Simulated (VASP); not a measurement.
# SrTiO3 (Pm-3m) in VASP: notebook

Runs on SrTiO3. Level: PBE. Tasks: single point.

Program: VASP 6.6.1. These are calculated values, not measurements. Logs are shortened: lines on timing, memory, paths and dates and some standing lists are left out, and cuts for length are marked.

## Step 1: The cell of the first run

Symmetry: Pm-3m, No. 221, cubic system. Conventional cell: a = 3.905 Å, b = 3.905 Å, c = 3.905 Å, α = 90.00°, β = 90.00°, γ = 90.00°. Sr (site symmetry m-3m) has 12 O at 2.76 Å and 8 Ti at 3.38 Å within 3.6 Å. Ti (site symmetry m-3m) has 6 O at 1.95 Å within 2.6 Å. O (site symmetry 4/mmm) has 2 Ti at 1.95 Å within 2.6 Å.

## Step 2: Single point, PBE

The input, INCAR:

```
PREC     = Accurate       # precision mode
ENCUT    = 600            # plane-wave cutoff, eV
EDIFF    = 1E-6           # SCF threshold, eV
ISMEAR   = 0              # smearing method
SIGMA    = 0.01           # smearing width, eV
LREAL    = False          # projectors in reciprocal space
LASPH    = True           # aspherical terms in the spheres
NELM     = 120            # most SCF steps
ALGO     = Normal         # electronic algorithm
ISIF     = 2              # what is computed and relaxed
LWAVE    = False          # write WAVECAR
LCHARG   = True           # write CHGCAR
GGA      = PE             # functional
LELF     = True           # ELF
LVHAR    = True         
NBANDS   = 28             # bands
GGA_COMPAT= False
```

The input, KPOINTS:

```
regular mesh
0
Gamma
  4 4 4
```

The input, POSCAR:

```
SrTiO3
1.0
    3.9050000000      0.0000000000      0.0000000000
    0.0000000000      3.9050000000      0.0000000000
    0.0000000000      0.0000000000      3.9050000000
Sr Ti O
1 1 3
Direct
    0.0000000000      0.0000000000      0.0000000000
    0.5000000000      0.5000000000      0.5000000000
    0.5000000000      0.5000000000      0.0000000000
    0.5000000000      0.0000000000      0.5000000000
    0.0000000000      0.5000000000      0.5000000000
```

Potentials or basis: VASP PAW PBE potentials, release 64 (Sr_sv, Ti_sv, O).

Started as:

```bash
$ cat potpaw_PBE.64/Sr_sv/POTCAR potpaw_PBE.64/Ti_sv/POTCAR potpaw_PBE.64/O/POTCAR > POTCAR
$ mpirun -np 1 vasp_std > vasp.out
```

OUTCAR:

```text
PREC = Accurate
   ENCUT = 600
   EDIFF = 1E-6
   ISMEAR = 0
   LREAL = False
   LASPH = True
   NELM = 120
   ISIF = 2
   GGA = PE

 ion  position               nearest neighbor table
   1  0.000  0.000  0.000-   3 2.76   4 2.76   5 2.76   4 2.76   5 2.76   3 2.76   5 2.76   5 2.76
                             3 2.76   4 2.76   4 2.76   3 2.76   2 3.38   2 3.38   2 3.38   2 3.38
   2  0.500  0.500  0.500-   3 1.95   4 1.95   5 1.95   3 1.95   4 1.95   5 1.95   1 3.38   1 3.38
                             1 3.38   1 3.38   1 3.38   1 3.38   1 3.38   1 3.38
   3  0.500  0.500  0.000-   2 1.95   2 1.95   1 2.76   1 2.76   1 2.76   1 2.76
   4  0.500  0.000  0.500-   2 1.95   2 1.95   1 2.76   1 2.76   1 2.76   1 2.76
   5  0.000  0.500  0.500-   2 1.95   2 1.95   1 2.76   1 2.76   1 2.76   1 2.76

  LATTYP: Found a simple cubic cell.
 ALAT       =     3.9050000000

  Lattice vectors:

 A1 = (   3.9050000000,   0.0000000000,   0.0000000000)
 A2 = (   0.0000000000,   3.9050000000,   0.0000000000)
 A3 = (   0.0000000000,   0.0000000000,   3.9050000000)

Analysis of symmetry for initial positions (statically):
=====================================================================
 Subroutine PRICEL returns:
 Original cell was already a primitive cell.

 Routine SETGRP: Setting up the symmetry group for a
 simple cubic supercell.

 Subroutine GETGRP returns: Found 48 space group operations
 (whereof 48 operations were pure point group operations)
 out of a pool of 48 trial point group operations.

The static configuration has the point symmetry O_h .

Analysis of symmetry for dynamics (positions and initial velocities):
=====================================================================
 Subroutine PRICEL returns:
 Original cell was already a primitive cell.

 Routine SETGRP: Setting up the symmetry group for a
 simple cubic supercell.

 Subroutine GETGRP returns: Found 48 space group operations
 (whereof 48 operations were pure point group operations)
 out of a pool of 48 trial point group operations.

The dynamic configuration has the point symmetry O_h .

 Subroutine INISYM returns: Found 48 space group operations
 (whereof 48 operations are pure point group operations),
 and found     1 'primitive' translations

----------------------------------------------------------------------------------------

                                     Primitive cell

  volume of cell :      59.5474

  direct lattice vectors                    reciprocal lattice vectors
     3.905000000  0.000000000  0.000000000     0.256081946  0.000000000  0.000000000
     0.000000000  3.905000000  0.000000000     0.000000000  0.256081946  0.000000000
     0.000000000  0.000000000  3.905000000     0.000000000  0.000000000  0.256081946

  length of vectors
     3.905000000  3.905000000  3.905000000     0.256081946  0.256081946  0.256081946

  position of ions in fractional coordinates (direct lattice)
     0.000000000  0.000000000  0.000000000
     0.500000000  0.500000000  0.500000000
     0.500000000  0.500000000  0.000000000
     0.500000000  0.000000000  0.500000000
     0.000000000  0.500000000  0.500000000

  ion indices of the primitive-cell ions
   primitive index   ion index
                 1           1
                 2           2
                 3           3
                 4           4
                 5           5

----------------------------------------------------------------------------------------

 KPOINTS: regular mesh

Automatic generation of k-mesh.
 Grid dimensions read from file:
 generate k-points for:    4    4    4

 Generating k-lattice:

  Cartesian coordinates                     Fractional coordinates (reciprocal lattice)
     0.064020487  0.000000000  0.000000000     0.250000000  0.000000000  0.000000000
     0.000000000  0.064020487  0.000000000     0.000000000  0.250000000  0.000000000
     0.000000000  0.000000000  0.064020487     0.000000000  0.000000000  0.250000000

  Length of vectors
     0.064020487  0.064020487  0.064020487

  Shift w.r.t. Gamma in fractional coordinates (k-lattice)
     0.000000000  0.000000000  0.000000000

 Subroutine IBZKPT returns following result:
 ===========================================

 Found     10 irreducible k-points:

 Following reciprocal coordinates:
            Coordinates               Weight
  0.000000  0.000000  0.000000      1.000000
  0.250000  0.000000  0.000000      6.000000
  0.500000  0.000000  0.000000      3.000000
  0.250000  0.250000  0.000000     12.000000
  0.500000  0.250000  0.000000     12.000000
  0.500000  0.500000  0.000000      3.000000
  0.250000  0.250000  0.250000      8.000000
  0.500000  0.250000  0.250000     12.000000
  0.500000  0.500000  0.250000      6.000000
  0.500000  0.500000  0.500000      1.000000
   k-points           NKPTS =     10   k-points in BZ     NKDIM =     10   number of bands    NBANDS=     28
   number of dos      NEDOS =    301   number of ions     NIONS =      5
   total plane-waves  NPLWV =  32768
   dimension x,y,z NGX =    32 NGY =   32 NGZ =   32
   dimension x,y,z NGXF=    64 NGYF=   64 NGZF=   64
   ions per type =               1   1   3
   NGX,Y,Z   is equivalent  to a cutoff of  13.62, 13.62, 13.62 a.u.
   NGXF,Y,Z  is equivalent  to a cutoff of  27.25, 27.25, 27.25 a.u.
 SYSTEM =  unknown system
   PREC   = accura    normal or accurate (medium, high low for compatibility)
   ISTART =      0    job   : 0-new  1-cont  2-samecut
   ICHARG =      2    charge: 1-file 2-atom 10-const
   ISPIN  =      1    spin polarized calculation?
   LNONCOLLINEAR =      F non collinear calculations
   LSORBIT =      F    spin-orbit coupling
   LASPH  =      T    aspherical Exc in radial PAW
   ENCUT  =  600.0 eV  44.10 Ry    6.64 a.u.   7.80  7.80  7.80*2*pi/ulx,y,z
   NELM   =    120;   NELMIN=  2; NELMDL= -5     # of ELM steps
   EDIFF  = 0.1E-05   stopping-criterion for ELM
   LREAL  =      F    real-space projection
   EDIFFG = 0.1E-04   stopping-criterion for IOM
   NSW    =      0    number of steps for IOM
   IBRION =     -1    ionic relax: 0-MD 1-quasi-New 2-CG
   NFREE  =      0    steps in history (QN), initial steepest desc. (CG)
   ISIF   =      2    stress and relaxation
   ISYM   =      2    0-nonsym 1-usesym 2-fastsym
   POTIM  = 0.5000    time-step for ionic-motion
   TEBEG  =    0.0;   TEEND  =   0.0 temperature during run
   PSTRESS=    0.0 pullay stress
   NELECT =      40.0000    total number of electrons
   NUPDOWN=      -1.0000    fix difference up-down
   EMIN   =  10.00;   EMAX   =-10.00  energy-range for DOS
   EFERMI =   0.00;   METHOD = LEGACY
   ISMEAR =     0;   SIGMA  =   0.01  broadening in eV -4-tet -1-fermi 0-gaus
   EFERMI_NEDOS =   21; number of points for ismear=-14 and -15
   IALGO  =     38    algorithm
   IMIX   =      4    mixing-type and parameters
     AMIX     =   0.40;   BMIX     =  1.00
     AMIX_MAG =   1.60;   BMIX_MAG =  1.00
  volume/ion in A,a.u.               =      11.91        80.37
  Fermi-wavevector in a.u.,A,eV,Ry     =   1.433751  2.709397 27.968714  2.055642
  Thomas-Fermi vector in A             =   2.553235
   LORBIT       =      0    0 simple, 1 ext, 2 COOP (PROOUT), +10 PAW based schemes
   GGA     = PE    functional components
   LHFCALC =     F    Hartree Fock is set to
   AEXX    =    0.0000 exact exchange contribution
   IVDW    =     0    specifies the selected vdW correction
   LEPSILON=     F    determine dielectric tensor
   LRPA    =     F    only Hartree local field effects (RPA)
 non-spin polarized calculation
 Gauss-broadening in eV      SIGMA  =   0.01
  energy-cutoff  :      600.00
  volume of cell :       59.55
 maximum number of plane-waves:      2008
 NGX is ok and might be reduce to    32
   NGX = 15   NGY = 15   NGZ = 15

 number of electron      39.9999979 magnetization

 Free energy of the ion-electron system (eV)
  ---------------------------------------------------
  ext. energy  EPLUGINS =         0.00000000
  ---------------------------------------------------
  free energy    TOTEN  =       -40.06511111 eV

  energy without entropy =      -40.06511111  energy(sigma->0) =      -40.06511111

 E-fermi :   4.2466     XC(G=0): -11.2707

 val. band max:        4.1686169546   @ k =   0.5000   0.5000   0.5000
 cond. band min:       6.0061321557   @ k =   0.0000   0.0000   0.0000
 fundamental gap:      1.8375152012
 Fermi energy:         4.2465505993

 k-point     1 :       0.0000    0.0000    0.0000
  band No.  band energies     occupation
      1     -52.3220      2.00000
      2     -28.6237      2.00000
      3     -28.5672      2.00000
      4     -28.5672      2.00000
      5     -28.5672      2.00000
      6     -13.2605      2.00000
[... 20 lines left out ...]
     27       9.5691      0.00000
     28      10.3788      0.00000

 k-point     2 :       0.2500    0.0000    0.0000
  band No.  band energies     occupation
      1     -52.3213      2.00000
      2     -28.6877      2.00000
      3     -28.5658      2.00000
      4     -28.5658      2.00000
      5     -28.5269      2.00000
      6     -13.3316      2.00000
[... 20 lines left out ...]
     27      10.5094      0.00000
     28      11.7644      0.00000

 k-point     3 :       0.5000    0.0000    0.0000
  band No.  band energies     occupation
      1     -52.3205      2.00000
      2     -28.7335      2.00000
      3     -28.5643      2.00000
      4     -28.5643      2.00000
      5     -28.5042      2.00000
      6     -13.4854      2.00000
[... 20 lines left out ...]
     27      11.5905      0.00000
     28      12.1853      0.00000

 k-point     4 :       0.2500    0.2500    0.0000
  band No.  band energies     occupation
      1     -52.3205      2.00000
      2     -28.6817      2.00000
      3     -28.6017      2.00000
      4     -28.5644      2.00000
      5     -28.5209      2.00000
      6     -13.1858      2.00000
[... 144 lines left out ...]
     27      12.4736      0.00000
     28      12.4749      0.00000

 k-point     9 :       0.5000    0.5000    0.2500
  band No.  band energies     occupation
      1     -52.3183      2.00000
      2     -28.6342      2.00000
      3     -28.6342      2.00000
      4     -28.5972      2.00000
      5     -28.5720      2.00000
      6     -12.2827      2.00000
[... 20 lines left out ...]
     27      12.2168      0.00000
     28      12.5287      0.00000

 k-point    10 :       0.5000    0.5000    0.5000
  band No.  band energies     occupation
      1     -52.3175      2.00000
      2     -28.6324      2.00000
      3     -28.6324      2.00000
      4     -28.6324      2.00000
      5     -28.5628      2.00000
      6     -11.9199      2.00000
[... 20 lines left out ...]
     27      12.5289      0.00000
     28      12.5289      0.00000

------------------------ aborting loop because EDIFF is reached ----------------------------------------

  FORCE on cell =-STRESS in cart. coord.  units (eV):
  Direction    XX          YY          ZZ          XY          YZ          ZX
  --------------------------------------------------------------------------------------
  -------------------------------------------------------------------------------------
  Total        1.7955386      1.7955386      1.7955386     -0.0000000     -0.0000000     -0.0000000
  in kB       48.3105753     48.3105753     48.3105753     -0.0000000     -0.0000000     -0.0000000
  external PRESSURE =      48.3105753 kB  Pullay stress =       0.0000000 kB

 VOLUME and BASIS-vectors are now :
 -----------------------------------------------------------------------------
  energy-cutoff  :      600.00
  volume of cell :       59.55
      direct lattice vectors                 reciprocal lattice vectors
     3.905000000  0.000000000  0.000000000     0.256081946  0.000000000  0.000000000
     0.000000000  3.905000000  0.000000000     0.000000000  0.256081946  0.000000000
     0.000000000  0.000000000  3.905000000     0.000000000  0.000000000  0.256081946

 POSITION                                       TOTAL-FORCE (eV/Angst)
 -----------------------------------------------------------------------------------
      0.00000      0.00000      0.00000         0.000000      0.000000      0.000000
      1.95250      1.95250      1.95250         0.000000      0.000000      0.000000
      1.95250      1.95250      0.00000         0.000000      0.000000      0.000000
      1.95250      0.00000      1.95250         0.000000      0.000000      0.000000
      0.00000      1.95250      1.95250         0.000000      0.000000      0.000000
 -----------------------------------------------------------------------------------
    total drift:                                0.000000     -0.000000     -0.000000

  FREE ENERGIE OF THE ION-ELECTRON SYSTEM (eV)
  ---------------------------------------------------
  free  energy   TOTEN  =       -40.0651111086 eV

  energy  without entropy=      -40.0651111086  energy(sigma->0) =      -40.06511111
```

It took 44 s on 1 thread of Intel Xeon 8259CL, shared host; peak memory 0.19 GiB.

Results:

| Property | Result |
| --- | --- |
| Free energy | -40.0651 eV |
| Pressure | 4.8 GPa |
| Band gap on the k mesh | 1.84 eV, indirect (least direct gap 2.19 eV) |

Levels at points of the mesh, in eV from the valence-band top:
```tsv
k point	band 17	band 18	band 19	band 20	band 21	band 22	band 23	band 24
(0.00, 0.00, 0.00)	-1.17	-0.36	-0.36	-0.36	1.84	1.84	1.84	4.28
(0.50, 0.00, 0.00)	-2.36	-1.99	-0.73	-0.73	2.01	3.76	3.76	4.30
(0.50, 0.50, 0.00)	-1.72	-1.57	-1.57	-0.09	3.77	3.77	4.22	5.27
(0.50, 0.50, 0.50)	-3.74	0.00	0.00	0.00	4.44	4.44	4.44	6.94
```

A k mesh can miss the band edges.

[end of part 1 of 2]
